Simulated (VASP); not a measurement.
# Se (Im-3m) in VASP: a series of runs

The runs below take Se through single point, with PBE.

All numbers are computed with VASP 6.6.1; they aren't measurements. Logs are shortened: lines on timing, memory, paths and dates and some standing lists are left out, and cuts for length are marked.

### Step 1. The cell of the first run

It takes space group Im-3m (No. 229, cubic). The conventional cell has a = 3.120 Å, b = 3.120 Å, c = 3.120 Å, α = 90.00°, β = 90.00°, γ = 90.00°. Se (site symmetry m-3m) has 14 Se at 2.70 to 3.12 Å within 3.6 Å.

This isn't the form of Se at room conditions, which is trigonal, of chains.

### Step 2. Single point, PBE

Contents of INCAR:

```
SYSTEM = Se
ALGO = Normal
EDIFF = 1E-6
ENCUT = 500
GGA = PE
GGA_COMPAT = .FALSE.
ISIF = 2
ISMEAR = -1
LASPH = .TRUE.
LCHARG = .FALSE.
LREAL = .FALSE.
LWAVE = .FALSE.
NBANDS = 9
NELM = 120
PREC = Accurate
SIGMA = 0.05
```

Contents of KPOINTS:

```
k-points
0
G
  12 12 12
  0 0 0
```

Contents of POSCAR:

```
Se
1.0
   -1.5601472266      1.5601472266      1.5601472266
    1.5601472266     -1.5601472266      1.5601472266
    1.5601472266      1.5601472266     -1.5601472266
Se
1
Direct
    0.0000000000      0.0000000000      0.0000000000
```

Potentials or basis: VASP PAW PBE potentials, release 64 (Se).

Run with:

```
> cat potpaw_PBE.64/Se/POTCAR > POTCAR
> mpirun -np 1 vasp_std > vasp.out
```

OUTCAR:

```text
SYSTEM = Se
   EDIFF = 1E-6
   ENCUT = 500
   GGA = PE
   ISIF = 2
   ISMEAR = -1
   LASPH = .TRUE.
   LREAL = .FALSE.
   NELM = 120
   PREC = Accurate

 ion  position               nearest neighbor table
   1  0.000  0.000  0.000-

  LATTYP: Found a body centered cubic cell.
 ALAT       =     3.1202944532

  Lattice vectors:

 A1 = (  -1.5601472266,   1.5601472266,   1.5601472266)
 A2 = (   1.5601472266,  -1.5601472266,   1.5601472266)
 A3 = (   1.5601472266,   1.5601472266,  -1.5601472266)

Analysis of symmetry for initial positions (statically):
=====================================================================
 Subroutine PRICEL returns:
 Original cell was already a primitive cell.

 Routine SETGRP: Setting up the symmetry group for a
 body centered cubic supercell.

 Subroutine GETGRP returns: Found 48 space group operations
 (whereof 48 operations were pure point group operations)
 out of a pool of 48 trial point group operations.

The static configuration has the point symmetry O_h .

Analysis of symmetry for dynamics (positions and initial velocities):
=====================================================================
 Subroutine PRICEL returns:
 Original cell was already a primitive cell.

 Routine SETGRP: Setting up the symmetry group for a
 body centered cubic supercell.

 Subroutine GETGRP returns: Found 48 space group operations
 (whereof 48 operations were pure point group operations)
 out of a pool of 48 trial point group operations.

The dynamic configuration has the point symmetry O_h .

 Subroutine INISYM returns: Found 48 space group operations
 (whereof 48 operations are pure point group operations),
 and found     1 'primitive' translations

----------------------------------------------------------------------------------------

                                     Primitive cell

  volume of cell :      15.1900

  direct lattice vectors                    reciprocal lattice vectors
    -1.560147227  1.560147227  1.560147227     0.000000000  0.320482575  0.320482575
     1.560147227 -1.560147227  1.560147227     0.320482575  0.000000000  0.320482575
     1.560147227  1.560147227 -1.560147227     0.320482575  0.320482575  0.000000000

  length of vectors
     2.702254264  2.702254264  2.702254264     0.453230804  0.453230804  0.453230804

  position of ions in fractional coordinates (direct lattice)
[... 78 lines left out ...]
   LREAL  =      F    real-space projection
   EDIFFG = 0.1E-04   stopping-criterion for IOM
   NSW    =      0    number of steps for IOM
   IBRION =     -1    ionic relax: 0-MD 1-quasi-New 2-CG
   NFREE  =      0    steps in history (QN), initial steepest desc. (CG)
   ISIF   =      2    stress and relaxation
   ISYM   =      2    0-nonsym 1-usesym 2-fastsym
   POTIM  = 0.5000    time-step for ionic-motion
   TEBEG  =    0.0;   TEEND  =   0.0 temperature during run
   PSTRESS=    0.0 pullay stress
   NELECT =       6.0000    total number of electrons
   NUPDOWN=      -1.0000    fix difference up-down
   EMIN   =  10.00;   EMAX   =-10.00  energy-range for DOS
   EFERMI =   0.00;   METHOD = LEGACY
   ISMEAR =    -1;   SIGMA  =   0.05  broadening in eV -4-tet -1-fermi 0-gaus
   EFERMI_NEDOS =   21; number of points for ismear=-14 and -15
   IALGO  =     38    algorithm
   IMIX   =      4    mixing-type and parameters
     AMIX     =   0.40;   BMIX     =  1.00
     AMIX_MAG =   1.60;   BMIX_MAG =  1.00
  volume/ion in A,a.u.               =      15.19       102.51
  Fermi-wavevector in a.u.,A,eV,Ry     =   1.201175  2.269892 19.630781  1.442822
  Thomas-Fermi vector in A             =   2.336991
   LORBIT       =      0    0 simple, 1 ext, 2 COOP (PROOUT), +10 PAW based schemes
   GGA     = PE    functional components
   LHFCALC =     F    Hartree Fock is set to
   AEXX    =    0.0000 exact exchange contribution
   IVDW    =     0    specifies the selected vdW correction
   LEPSILON=     F    determine dielectric tensor
   LRPA    =     F    only Hartree local field effects (RPA)
 non-spin polarized calculation
  energy-cutoff  :      500.00
  volume of cell :       15.19
 maximum number of plane-waves:       402
   NGX =  9   NGY =  9   NGZ =  9

 number of electron       6.0000001 magnetization

 Free energy of the ion-electron system (eV)
  ---------------------------------------------------
  ext. energy  EPLUGINS =         0.00000000
  ---------------------------------------------------
  free energy    TOTEN  =        -2.43625006 eV

  energy without entropy =       -2.43411272  energy(sigma->0) =       -2.43518139

 E-fermi :   9.5203     XC(G=0): -11.9823

 val. band max:        9.4136090017   @ k =  -0.4167   0.4167   0.0833
 cond. band min:       9.7124412198   @ k =  -0.2500   0.2500   0.1667
 fundamental gap:      0.2988322181
 Fermi energy:         9.5202898416

 k-point     1 :       0.0000    0.0000    0.0000
  band No.  band energies     occupation
      1      -9.6660      2.00000
      2      14.3520      0.00000
      3      14.3520      0.00000
      4      14.3520      0.00000
      5      22.6957      0.00000
      6      22.6957      0.00000
      7      22.6957      0.00000
      8      25.4631      0.00000
      9      26.1528      0.00000
[... 265 lines left out ...]
 k-point    24 :       0.4167    0.0833    0.0833
  band No.  band energies     occupation
      1      -3.8874      2.00000
      2       0.6430      2.00000
      3       7.8354      2.00000
      4      10.1787      0.00000
      5      19.6707      0.00000
      6      20.3443      0.00000
      7      29.6956      0.00000
      8      30.4308      0.00000
      9      30.9477      0.00000

 [... further k-points ...]

------------------------ aborting loop because EDIFF is reached ----------------------------------------

  FORCE on cell =-STRESS in cart. coord.  units (eV):
  Direction    XX          YY          ZZ          XY          YZ          ZX
  --------------------------------------------------------------------------------------
  -------------------------------------------------------------------------------------
  Total        3.8174210      3.8174210      3.8174210      0.0000000     -0.0000000     -0.0000000
  in kB      402.6464687    402.6464687    402.6464687      0.0000000     -0.0000000     -0.0000000
  external PRESSURE =     402.6464687 kB  Pullay stress =       0.0000000 kB

 VOLUME and BASIS-vectors are now :
 -----------------------------------------------------------------------------
  energy-cutoff  :      500.00
  volume of cell :       15.19
      direct lattice vectors                 reciprocal lattice vectors
    -1.560147227  1.560147227  1.560147227     0.000000000  0.320482575  0.320482575
     1.560147227 -1.560147227  1.560147227     0.320482575  0.000000000  0.320482575
     1.560147227  1.560147227 -1.560147227     0.320482575  0.320482575  0.000000000

 POSITION                                       TOTAL-FORCE (eV/Angst)
 -----------------------------------------------------------------------------------
      0.00000      0.00000      0.00000        -0.000000     -0.000000      0.000000
 -----------------------------------------------------------------------------------
    total drift:                                0.000000      0.000000     -0.000000

  FREE ENERGIE OF THE ION-ELECTRON SYSTEM (eV)
  ---------------------------------------------------
  free  energy   TOTEN  =        -2.4362500570 eV

  energy  without entropy=       -2.4341127223  energy(sigma->0) =       -2.43518139
```

OSZICAR:

```text
N       E                     dE             d eps       ncg     rms          rms(c)
DAV:   1     0.920721963092E+01    0.92072E+01   -0.30913E+03  1304   0.573E+02
DAV:   2    -0.223407597678E+01   -0.11441E+02   -0.11025E+02  1845   0.793E+01
DAV:   3    -0.243518362085E+01   -0.20111E+00   -0.19998E+00  1556   0.909E+00
DAV:   4    -0.243540081617E+01   -0.21720E-03   -0.21718E-03  1656   0.329E-01
DAV:   5    -0.243540091771E+01   -0.10154E-06   -0.10019E-06  1567   0.697E-03    0.564E+00
DAV:   6    -0.243578048428E+01   -0.37957E-03   -0.28553E-04  1524   0.140E-01    0.339E+00
DAV:   7    -0.243623751322E+01   -0.45703E-03   -0.70917E-04  1447   0.218E-01    0.332E-02
DAV:   8    -0.243624893108E+01   -0.11418E-04   -0.90354E-06  1762   0.258E-02    0.115E-02
DAV:   9    -0.243625003812E+01   -0.11070E-05   -0.10415E-06  1358   0.922E-03    0.592E-04
DAV:  10    -0.243625005701E+01   -0.18891E-07   -0.72322E-09   734   0.745E-04
   1 F= -.24362501E+01 E0= -.24351814E+01  d E =-.213733E-02
```

stdout:

```text
POSCAR found type information on POSCAR Se
 POSCAR found :  1 types and       1 ions
 scaLAPACK will be used
 LDA part: xc-table for (Slater+PW92), standard interpolation
 POSCAR, INCAR and KPOINTS ok, starting setup
 FFT: planning ... GRIDC
 FFT: planning ... GRID_SOFT
 FFT: planning ... GRID
 WAVECAR not read
 entering main loop
```

It took 4.4 s on 1 thread of AMD EPYC 9R45 (Zen 5), shared host; peak memory 0.1 GiB.

What came out:

```
Free energy            : -2.4363 eV
Pressure               : 40.3 GPa
Band gap on the k mesh : zero (bands 3 and 4 overlap by 10.37 eV)
```

Caveat: the cell stands under pressure.

### Step 3. Single point, PBE

This run uses another cell than the first one, of 15.91 Å³/atom.

Contents of INCAR:

```
ALGO = Normal
EDIFF = 1E-6
ENCUT = 500
GGA = PE
GGA_COMPAT = F
ISIF = 2
ISMEAR = -1
LASPH = T
LCHARG = F
LREAL = F
LWAVE = F
NBANDS = 9
NELM = 120
PREC = Accurate
SIGMA = 0.05
```

Contents of KPOINTS:

```
k-points
0
Gamma
  12 12 12
```

Contents of POSCAR:

```
Se
1.0
   -1.5843884009      1.5843884009      1.5843884009
    1.5843884009     -1.5843884009      1.5843884009
    1.5843884009      1.5843884009     -1.5843884009
Se
1
Direct
    0.0000000000      0.0000000000      0.0000000000
```

Potentials or basis: VASP PAW PBE potentials, release 64 (Se).

Run with:

```
> cat potpaw_PBE.64/Se/POTCAR > POTCAR
> mpirun -np 1 vasp_std > vasp.out
```

It took 4.1 s on 1 thread of AMD EPYC 9R45 (Zen 5), shared host; peak memory 0.1 GiB.

The run converged. Its results:

```yaml
Free_energy: -2.5936 eV
Pressure: 30.2 GPa
Band_gap_on_the_k_mesh: zero (bands 3 and 4 overlap by 9.70 eV)
```

Levels at points of the mesh, in eV from the Fermi level:
```tsv
k point	band 1	band 2	band 3	band 4	band 5	band 6	band 7	band 8
(0.00, 0.00, 0.00)	-18.65	4.46	4.46	4.46	13.02	13.02	13.02	15.03
(0.50, 0.00, 0.00)	-13.52	-8.85	0.22	2.94	7.24	8.03	18.96	20.17
(0.50, 0.50, 0.50)	-9.60	-4.26	-4.26	-4.26	2.84	2.84	25.41	25.41
```

Caveat: the cell stands under pressure.

The gap in the log of VASP goes by the Fermi energy; the results here count the filled bands.